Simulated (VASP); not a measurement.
Crystal: TaAg2F6.

```
Ta Ag F
1.0
     0.00000    3.88364    3.88364
     3.88364    0.00000    3.88364
     3.88364    3.88364    0.00000
Ta Ag F
1 2 6
Direct
  0.00000 0.00000 0.00000
  0.25000 0.25000 0.25000
  0.75000 0.75000 0.75000
  0.75000 0.25000 0.25000
  0.25000 0.75000 0.75000
  0.25000 0.75000 0.25000
  0.75000 0.25000 0.75000
  0.25000 0.25000 0.75000
  0.75000 0.75000 0.25000
```

This cell differs from its parent crystal: atoms taken out.

Base run:

```yaml
Program: VASP 6.6.1
Functional: PBE
Potentials_or_basis: VASP PAW PBE potentials, release 64 (Ta_pv, Ag, F)
Cutoff: 520 eV
k_mesh: 4 × 4 × 4
Occupations: gaussian, width 0.1 eV
Spin: no spin polarisation
```

Its results: pressure 9.5 GPa.

Question: The run is repeated on the same cell with these changes: spin from no spin polarisation to collinear spin; further incar settings from ALGO = Normal; EDIFF = 1e-06; NBANDS = 48 to ALGO = Normal; EDIFF = 1e-06; NBANDS = 52. What comes out?

Answer: Pressure 9.7 GPa; net moment 0.28 μB per cell; site moments Ta +0.21; Ag +0.00; F +0.00 μB.

Caveats: the cell stands under pressure; an odd number of electrons without spin polarisation forces a metal (at least some runs); a magnetic or distorted state may lie lower (at least some runs).
